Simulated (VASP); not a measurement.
# Co (Fd-3m) in VASP: notebook

Runs on Co. Level: PBE. Tasks: single point.

All numbers are computed with VASP 6.6.1; they aren't measurements. Logs are shortened: lines on timing, memory, paths and dates and some standing lists are left out, and cuts for length are marked.

### 1 The cell of the first run

It takes space group Fd-3m (No. 227, cubic). Conventional cell: a = 4.627 Å, b = 4.627 Å, c = 4.627 Å, α = 90.00°, β = 90.00°, γ = 90.00°. Within 2.7 Å of Co (site symmetry -43m) lie 4 Co at 2.00 Å.

This isn't the form of Co at room conditions, which is hcp.

### 2 Single point, PBE, collinear spin, ferromagnetic start

INCAR reads:

```
PREC     = Accurate       # precision mode
ENCUT    = 690            # plane-wave cutoff, eV
EDIFF    = 1E-6           # SCF threshold, eV
ISMEAR   = 0              # smearing method
SIGMA    = 0.1            # smearing width, eV
LREAL    = F              # projectors in reciprocal space
LASPH    = T              # aspherical terms in the spheres
NELM     = 200            # most SCF steps
ALGO     = Normal         # electronic algorithm
ISIF     = 2              # what is computed and relaxed
LWAVE    = F              # write WAVECAR
LCHARG   = T              # write CHGCAR
ISPIN    = 2              # spin polarisation
MAGMOM   = 3 3            # initial moments
LORBIT   = 11             # projections on sites
LMAXMIX  = 4              # l up to which the mixer works
GGA      = PE             # functional
LELF     = T              # ELF
LVHAR    = T            
NBANDS   = 28             # bands
GGA_COMPAT= F
```

KPOINTS reads:

```
Automatic mesh
0
Gamma
  6 6 6
```

POSCAR reads:

```
Co
1.0
    0.0000000000      2.3137151500      2.3137151500
    2.3137151500      0.0000000000      2.3137151500
    2.3137151500      2.3137151500      0.0000000000
Co
2
Direct
    0.5000000000      0.5000000000      0.5000000000
    0.7500000000      0.7500000000      0.7500000000
```

Potentials or basis: VASP PAW PBE potentials, release 64 (Co_sv).

Command:

```bash
> cat potpaw_PBE.64/Co_sv/POTCAR > POTCAR
> mpirun -np 1 vasp_std > vasp.out
```

OUTCAR:

```text
PREC = Accurate
   ENCUT = 690
   EDIFF = 1E-6
   ISMEAR = 0
   LREAL = F
   LASPH = T
   NELM = 200
   ISIF = 2
   ISPIN = 2
   LORBIT = 11
   GGA = PE

 ion  position               nearest neighbor table
   1  0.500  0.500  0.500-   2 2.00   2 2.00   2 2.00   2 2.00
   2  0.750  0.750  0.750-   1 2.00   1 2.00   1 2.00   1 2.00

  LATTYP: Found a face centered cubic cell.
 ALAT       =     4.6274303000

  Lattice vectors:

 A1 = (   0.0000000000,   2.3137151500,   2.3137151500)
 A2 = (   2.3137151500,   0.0000000000,   2.3137151500)
 A3 = (   2.3137151500,   2.3137151500,   0.0000000000)

Analysis of symmetry for initial positions (statically):
=====================================================================
 Subroutine PRICEL returns:
 Original cell was already a primitive cell.

 Routine SETGRP: Setting up the symmetry group for a
 face centered cubic supercell.

 Subroutine GETGRP returns: Found 48 space group operations
 (whereof 24 operations were pure point group operations)
 out of a pool of 48 trial point group operations.

The static configuration has the point symmetry T_d .
 The point group associated with its full space group is O_h .

Analysis of symmetry for dynamics (positions and initial velocities):
=====================================================================
 Subroutine PRICEL returns:
 Original cell was already a primitive cell.

 Routine SETGRP: Setting up the symmetry group for a
 face centered cubic supercell.

 Subroutine GETGRP returns: Found 48 space group operations
 (whereof 24 operations were pure point group operations)
 out of a pool of 48 trial point group operations.

The dynamic configuration has the point symmetry T_d .
 The point group associated with its full space group is O_h .

Analysis of structural, dynamic, and magnetic symmetry:
=====================================================================
 Subroutine PRICEL returns:
 Original cell was already a primitive cell.

 Routine SETGRP: Setting up the symmetry group for a
 face centered cubic supercell.

 Subroutine GETGRP returns: Found 48 space group operations
 (whereof 24 operations were pure point group operations)
 out of a pool of 48 trial point group operations.

The overall configuration has the point symmetry T_d .
 The point group associated with its full space group is O_h .

 Subroutine INISYM returns: Found 48 space group operations
[... 108 lines left out ...]
     AMIX_MAG =   1.60;   BMIX_MAG =  1.00
  volume/ion in A,a.u.               =      12.39        83.58
  Fermi-wavevector in a.u.,A,eV,Ry     =   1.819343  3.438060 45.035405  3.310009
  Thomas-Fermi vector in A             =   2.876148
   LORBIT       =     11    0 simple, 1 ext, 2 COOP (PROOUT), +10 PAW based schemes
   GGA     = PE    functional components
   LHFCALC =     F    Hartree Fock is set to
   AEXX    =    0.0000 exact exchange contribution
   IVDW    =     0    specifies the selected vdW correction
   LEPSILON=     F    determine dielectric tensor
   LRPA    =     F    only Hartree local field effects (RPA)
 spin polarized calculation
 Gauss-broadening in eV      SIGMA  =   0.10
  energy-cutoff  :      690.00
  volume of cell :       24.77
 maximum number of plane-waves:      1034
   NGX = 13   NGY = 13   NGZ = 13

 number of electron      33.9999976 magnetization       0.0057710

 number of electron      33.9999976 magnetization      -0.0006081

 Free energy of the ion-electron system (eV)
  ---------------------------------------------------
  ext. energy  EPLUGINS =         0.00000000
  ---------------------------------------------------
  free energy    TOTEN  =       -11.05044115 eV

  energy without entropy =      -11.03746798  energy(sigma->0) =      -11.04395456

 E-fermi :  10.2146     XC(G=0): -12.7582

 val. band max:       10.1377154296   @ k =   0.5000   0.3333   0.1667
 cond. band min:      10.2477254377   @ k =  -0.1667   0.1667   0.0000
 fundamental gap:      0.1100100080
 Fermi energy:        10.2145954751

 spin component 1

 k-point     1 :       0.0000    0.0000    0.0000
  band No.  band energies     occupation
      1     -85.5739      1.00000
      2     -85.1113      1.00000
      3     -48.9997      1.00000
      4     -48.9997      1.00000
      5     -48.9997      1.00000
      6     -48.3280      1.00000
[... 485 lines left out ...]
     27      38.7415      0.00000
     28      38.7457      0.00000
 Fermi energy:        10.2145954751

 spin component 2

 k-point     1 :       0.0000    0.0000    0.0000
  band No.  band energies     occupation
      1     -85.5743      1.00000
      2     -85.1118      1.00000
      3     -49.0002      1.00000
      4     -49.0002      1.00000
      5     -49.0002      1.00000
      6     -48.3284      1.00000
[... 485 lines left out ...]
     27      38.7416      0.00000
     28      38.7477      0.00000

------------------------ aborting loop because EDIFF is reached ----------------------------------------

  FORCE on cell =-STRESS in cart. coord.  units (eV):
  Direction    XX          YY          ZZ          XY          YZ          ZX
  --------------------------------------------------------------------------------------
  -------------------------------------------------------------------------------------
  Total        5.5591701      5.5591701      5.5591701      0.0000000      0.0000000     -0.0000000
  in kB      359.5513130    359.5513130    359.5513130      0.0000000      0.0000000     -0.0000000
  external PRESSURE =     359.5513130 kB  Pullay stress =       0.0000000 kB

 VOLUME and BASIS-vectors are now :
 -----------------------------------------------------------------------------
  energy-cutoff  :      690.00
  volume of cell :       24.77
      direct lattice vectors                 reciprocal lattice vectors
     0.000000000  2.313715150  2.313715150    -0.216102661  0.216102661  0.216102661
     2.313715150  0.000000000  2.313715150     0.216102661 -0.216102661  0.216102661
     2.313715150  2.313715150  0.000000000     0.216102661  0.216102661 -0.216102661

 POSITION                                       TOTAL-FORCE (eV/Angst)
 -----------------------------------------------------------------------------------
      2.31372      2.31372      2.31372        -0.000000     -0.000000     -0.000000
      3.47057      3.47057      3.47057         0.000000      0.000000      0.000000
 -----------------------------------------------------------------------------------
    total drift:                                0.000000      0.000000      0.000000

  FREE ENERGIE OF THE ION-ELECTRON SYSTEM (eV)
  ---------------------------------------------------
  free  energy   TOTEN  =       -11.0504411462 eV

  energy  without entropy=      -11.0374679795  energy(sigma->0) =      -11.04395456

 total charge

# of ion       s       p       d       tot
------------------------------------------
    1        2.329   6.132   6.868  15.329
    2        2.329   6.132   6.868  15.329
--------------------------------------------------
tot          4.658  12.264  13.737  30.659

 magnetization (x)

# of ion       s       p       d       tot
------------------------------------------
    1        0.000   0.000  -0.000  -0.000
    2        0.000   0.000  -0.000  -0.000
--------------------------------------------------
tot          0.000   0.000  -0.001  -0.001
```

Wall time 29 s (1 thread of AMD EPYC 9R45 (Zen 5), shared host); peak memory 0.14 GiB.

What came out:

```yaml
Free_energy: -11.0504 eV
Pressure: 36.0 GPa
Band_gap_on_the_k_mesh: zero (filled and empty bands overlap)
Net_moment: 0.00 μB per cell
Valence_electrons_inside_the_program's_atomic_spheres: Co 15.33
```

Levels at points of the mesh, in eV from the Fermi level:
Spin up:
```tsv
k point	band 13	band 14	band 15	band 16	band 17	band 18	band 19	band 20	band 21	band 22
(0.00, 0.00, 0.00)	-3.59	-3.59	-1.35	-1.35	-1.35	0.40	0.40	15.03	15.03	15.03
(0.50, 0.00, 0.00)	-3.63	-3.63	-1.93	-0.74	-0.74	0.13	0.13	1.88	11.20	11.20
(0.50, 0.50, 0.00)	-2.29	-2.29	-1.74	-1.74	0.34	0.34	2.18	2.18	5.32	5.32
```
Spin down:
| k point | band 14 | band 15 | band 16 | band 17 | band 18 | band 19 | band 20 | band 21 |
| --- | --- | --- | --- | --- | --- | --- | --- | --- |
| (0.00, 0.00, 0.00) | -3.59 | -1.35 | -1.35 | -1.35 | 0.40 | 0.40 | 15.03 | 15.03 |
| (0.50, 0.00, 0.00) | -3.63 | -1.93 | -0.74 | -0.74 | 0.13 | 0.13 | 1.88 | 11.20 |
| (0.50, 0.50, 0.00) | -2.29 | -1.74 | -1.74 | 0.34 | 0.34 | 2.18 | 2.18 | 5.32 |

Caveat: the k points lie up to 0.39 Å⁻¹ apart, too coarse for converged energies and pressures of a metal; the moments typed at the start vanished in this run.

### 3 Single point, PBE

This run uses another cell than the first one, of 14.83 Å³/atom.

INCAR reads:

```
PREC = Accurate
ENCUT = 690
EDIFF = 1E-6
ISMEAR = 0
SIGMA = 0.1
LREAL = F
LASPH = T
NELM = 120
ALGO = Normal
ISIF = 2
LWAVE = F
LCHARG = F
GGA = PE
NBANDS = 24
GGA_COMPAT = F
```

KPOINTS reads:

```
regular mesh
0
Gamma
  6 6 6
```

POSCAR reads:

```
Co
1.0
    0.0000000000      2.4569789975      2.4569789975
    2.4569789975      0.0000000000      2.4569789975
    2.4569789975      2.4569789975      0.0000000000
Co
2
Direct
    0.5000000000      0.5000000000      0.5000000000
    0.7500000000      0.7500000000      0.7500000000
```

Potentials or basis: VASP PAW PBE potentials, release 64 (Co_sv).

Command:

```bash
> cat potpaw_PBE.64/Co_sv/POTCAR > POTCAR
> mpirun -np 1 vasp_std > vasp.out
```

Wall time 8.2 s (1 thread of Intel Xeon 6975P-C (Granite Rapids), shared host); peak memory 0.16 GiB.

Results (log left out):

```
Free energy            : -11.5345 eV
Pressure               : -0.4 GPa
Band gap on the k mesh : zero (bands 17 and 18 overlap by 0.69 eV)
```

Levels at points of the mesh, in eV from the Fermi level:
| k point | band 15 | band 16 | band 17 | band 18 | band 19 | band 20 |
| --- | --- | --- | --- | --- | --- | --- |
| (0.00, 0.00, 0.00) | -1.06 | -1.06 | -1.06 | 0.28 | 0.28 | 13.25 |
| (0.50, 0.00, 0.00) | -1.56 | -0.60 | -0.60 | 0.08 | 0.08 | 1.46 |
| (0.50, 0.50, 0.00) | -1.34 | -1.34 | 0.25 | 0.25 | 1.84 | 1.84 |

Caveat: the k points lie up to 0.37 Å⁻¹ apart, too coarse for converged energies and pressures of a metal; the run has no spin polarisation, though such a crystal can be magnetic. Spin polarisation is off, so any magnetic state and its effect on volume and gap are missing.

The gap in the log of VASP goes by the Fermi energy; the results here count the filled bands.